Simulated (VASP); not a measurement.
Si: single point with PBE

The system is Si.

```
Si
1.0
     4.03411    0.00000    0.00000
    -2.01706    3.49364    0.00000
     0.00000    0.00000    5.80025
Si
4
Direct
  0.33333 0.66667 0.08650
  0.66667 0.33333 0.58650
  0.33333 0.66667 0.41350
  0.66667 0.33333 0.91350
```

This isn't the form of Si at room conditions, which is diamond.

This cell differs from its parent crystal: atoms shifted along a free coordinate, c/a of the conventional cell at fixed volume 1.4378.

```
Program                : VASP 6.6.1
Task                   : single point
Functional             : PBE
Potentials or basis    : VASP PAW PBE potentials, release 64 (Si)
Cutoff                 : 520 eV
k mesh                 : 12 × 12 × 6
Occupations            : gaussian, width 0.05 eV
Spin                   : no spin polarisation
Dipole correction      : no
Further INCAR settings : ALGO = Normal; EDIFF = 1e-06; NBANDS = 16
```

The pressure is 15.9 GPa. The largest force is 10.660 eV/Å. The band gap on the k mesh is zero (bands 8 and 9 overlap by 0.71 eV).

Forces on the atoms (eV/Å):
```
Si    0.000   0.000 -10.660
Si    0.000   0.000 -10.660
Si    0.000   0.000  10.660
Si    0.000   0.000  10.660
```

Stress tensor (GPa, compression positive):
```
-12.00   0.00   0.00
  0.00 -12.00   0.00
  0.00   0.00  71.57
```

Levels at points of the mesh, in eV from the Fermi level:
```
           k point  band 4  band 5  band 6  band 7  band 8  band 9  band 10  band 11  band 12  band 13
(0.00, 0.00, 0.00)   -2.42   -2.42   -1.74   -0.02    0.37    0.37     0.66     0.66     2.44     4.66
(0.50, 0.00, 0.00)   -5.46   -4.97   -4.00   -3.68   -0.59    0.00     1.00     1.87     2.70     6.01
(0.00, 0.00, 0.50)   -4.67   -1.57   -1.57   -1.57   -1.57    1.31     1.31     2.47     2.47     2.47
(0.50, 0.00, 0.50)   -7.07   -2.74   -2.74   -2.59   -2.59    0.51     0.51     2.48     2.48     4.78
```

Run time: 3.1 min on 1 thread of Intel Xeon 8259CL, with other jobs on the host, peak memory 0.23 GiB.

Caveat: the cell stands under pressure; semilocal functionals underestimate gaps, so a narrow gap can read as zero; forces of over 1 eV/Å act on the atoms, so gaps and moduli don't describe the material at rest.
